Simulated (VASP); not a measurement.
Write the native input for VASP 6.6.1 that does the following.

| Item | Value |
| --- | --- |
| Task | single point |
| Functional | PBE |
| Potentials or basis | VASP PAW PBE potentials, release 64 (Sr_sv, Al, O) |
| Cutoff | 520 eV |
| k mesh | 4 × 4 × 4 |
| Occupations | gaussian, width 0.1 eV |
| Spin | no spin polarisation |
| Dipole correction | no |
| Further INCAR settings | ALGO = Normal; EDIFF = 1e-06; NBANDS = 22 |

The structure of SrAl2O2 lies in POSCAR:

```
SrAl2O2
1.0
    4.0866839655      0.0000000000      0.0000000000
    0.0000000000      4.0866839655      0.0000000000
    0.0000000000      0.0000000000      4.7103610708
Sr Al O
1 2 2
Direct
    0.0000000000      0.0000000000      0.0000000000
    0.5000000000      0.5000000000      0.2601723815
    0.5000000000      0.5000000000      0.7398276185
    0.0000000000      0.5000000000      0.5000000000
    0.5000000000      0.0000000000      0.5000000000
```

The cell was generated, and may not be a known phase.

The input as run:

INCAR

```
ALGO = Normal
EDIFF = 1E-6
ENCUT = 520
GGA = PE
ISIF = 2
ISMEAR = 0
LASPH = T
LCHARG = F
LREAL = F
LWAVE = F
NBANDS = 22
NELM = 60
PREC = Accurate
SIGMA = 0.1
```

KPOINTS

```
k-points
0
Gamma
  4 4 4
```

Potentials or basis: VASP PAW PBE potentials, release 64 (Sr_sv, Al, O).

The run is started by

```console
$ cat potpaw_PBE.64/Sr_sv/POTCAR potpaw_PBE.64/Al/POTCAR potpaw_PBE.64/O/POTCAR > POTCAR
$ mpirun -np 1 vasp_std > vasp.out
```

Results of the run:

- Pressure: 0.0 GPa
- Largest force: 0.024 eV/Å
- Band gap on the k mesh: zero (bands 14 and 15 overlap by 1.51 eV)

Caveat: the k points lie up to 0.38 Å⁻¹ apart, too coarse for converged energies and pressures of a metal.

Run time: 28 s on 1 thread of Intel(R) Xeon(R) Platinum 8488C (Sapphire Rapids) (shared host), peak memory 0.19 GiB.
